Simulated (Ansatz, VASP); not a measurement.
# Sn2TeAs2: VASP beside Ansatz

The input INCAR:

```
ALGO     = Normal         # electronic algorithm
EDIFF    = 1E-6           # SCF threshold, eV
EDIFFG   = -0.04          # ionic threshold
ENCUT    = 600            # plane-wave cutoff, eV
GGA      = PE             # functional
IBRION   = 2              # ionic algorithm
ISIF     = 3              # what is computed and relaxed
ISMEAR   = 0              # smearing method
LASPH    = T              # aspherical terms in the spheres
LCHARG   = F              # write CHGCAR
LREAL    = F              # projectors in reciprocal space
LWAVE    = F              # write WAVECAR
NELM     = 100            # most SCF steps
NSW      = 90             # ionic steps
PREC     = Accurate       # precision mode
SIGMA    = 0.1            # smearing width, eV
```

KPOINTS

```
k-points
0
Gamma
  4 4 4
```

POSCAR

```
Sn2TeAs2
1.0
    4.5087152900      0.0000000000      0.0000000000
    0.0000000000      4.5087152900      0.0000000000
    0.0000000000      0.0000000000      7.1179883100
Sn Te As
2 1 2
Direct
    0.5000000000      0.0000000000      0.8470641200
    0.0000000000      0.5000000000      0.8470641200
    0.5000000000      0.5000000000      0.1990171400
    0.5000000000      0.0000000000      0.5297715100
    0.0000000000      0.5000000000      0.5297715100
```

Input for Ansatz:

```yaml
crystal:
  lattice:
    - [4.50871529, 0.0, 0.0]
    - [0.0, 4.50871529, 0.0]
    - [0.0, 0.0, 7.11798831]
  atoms:
    - { symbol: Sn, position: [0.5, 0.0, 0.84706412] }
    - { symbol: Sn, position: [0.0, 0.5, 0.84706412] }
    - { symbol: Te, position: [0.5, 0.5, 0.19901714] }
    - { symbol: As, position: [0.5, 0.0, 0.52977151] }
    - { symbol: As, position: [0.0, 0.5, 0.52977151] }
basis:
  ecutwfc: 420
kpoints:
  mp_grid: { grid: [4, 4, 4] }
hamiltonian:
  xc: pbe
scf:
  occupations: { method: gaussian, width: 0.1 }
  lower_state_search: "off"
output:
  forces: true
  stress: true
  eigenvalues: true
relax:
  adjacent_minimum: "off"
  f_tol: 0.04
  max_steps: 70
  cell: { stress_tol: 0.4 }
```

Alike in both runs: task relaxation of cell and atoms; functional PBE; k mesh 4 × 4 × 4; occupations gaussian, width 0.1 eV; no spin polarisation.

```csv
,VASP,Ansatz
version,VASP 6.6.1,Ansatz 0.2.0
potentials or method,"VASP PAW PBE potentials, release 64 (Sn_d, Te, As), cutoff 600 eV","scalar-relativistic, plane waves, PAW"
valence electrons in the cell,44,74
```

Ansatz gave:

```
gap on the k mesh at the Fermi level, each at its own relaxed structure (eV) : none
relaxed volume (Å³/atom)                                                     : 27.40
relaxed length of the cell vector where the two differ most in proportion (Å)              : 4.155
```

What did VASP give for the same quantities?

gap on the k mesh at the Fermi level, each at its own relaxed structure (eV): none; relaxed volume (Å³/atom): 27.41; relaxed length of the cell vector where the two differ most in proportion (Å): 4.156.

A gap of «none» marks a metal or a gap that the smearing closes. VASP's potentials hold 44 valence electrons a cell and Ansatz's 74, so a difference there can come from the potentials and not from the codes.

Spin-orbit coupling is off throughout.
